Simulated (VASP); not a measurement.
Write the native input for VASP 6.6.1 that does the following.

| Property | Result |
| --- | --- |
| Task | single point |
| Functional | PBE |
| Potentials or basis | VASP PAW PBE potentials, release 64 (Nb_sv, O) |
| Cutoff | 520 eV |
| k mesh | 17 × 17 × 17 |
| Occupations | fermi-dirac, width 0.0612256 eV |
| Spin | no spin polarisation |
| Dipole correction | no |
| Further INCAR settings | ALGO = Normal; EDIFF = 1e-06; NBANDS = 23 |

The structure of Nb2O (antifluorite type) lies in POSCAR:

```
Nb2O
1.0
    0.0000000000      2.8415016970      2.8415016970
    2.8415016970      0.0000000000      2.8415016970
    2.8415016970      2.8415016970      0.0000000000
Nb O
2 1
Direct
    0.2500000000      0.2500000000      0.2500000000
    0.7500000000      0.7500000000      0.7500000000
    0.0000000000      0.0000000000      0.0000000000
```

These files were run (other wordings do the same):

INCAR

```
SYSTEM = Nb2O
PREC = Accurate
ENCUT = 520
EDIFF = 1E-6
ISMEAR = -1
SIGMA = 0.06122561905347299
LREAL = .False.
LASPH = .True.
NELM = 100
ALGO = Normal
ISIF = 2
LWAVE = .False.
LCHARG = .False.
GGA = PE
NBANDS = 23
```

KPOINTS

```
Automatic mesh
0
Gamma
  17 17 17
  0 0 0
```

Potentials or basis: VASP PAW PBE potentials, release 64 (Nb_sv, O).

The run is started by

```console
$ cat potpaw_PBE.64/Nb_sv/POTCAR potpaw_PBE.64/O/POTCAR > POTCAR
$ mpirun -np 1 vasp_std > vasp.out
```

It gave:

The pressure is -8.8 GPa. The band gap on the k mesh is zero (band 16 reaches 11.22 eV, above the bottom of band 17 at 10.38 eV).

Wall time 74 s on 1 thread of Intel(R) Xeon(R) 6975P-C (Granite Rapids), with other jobs on the host, peak memory 0.27 GiB.
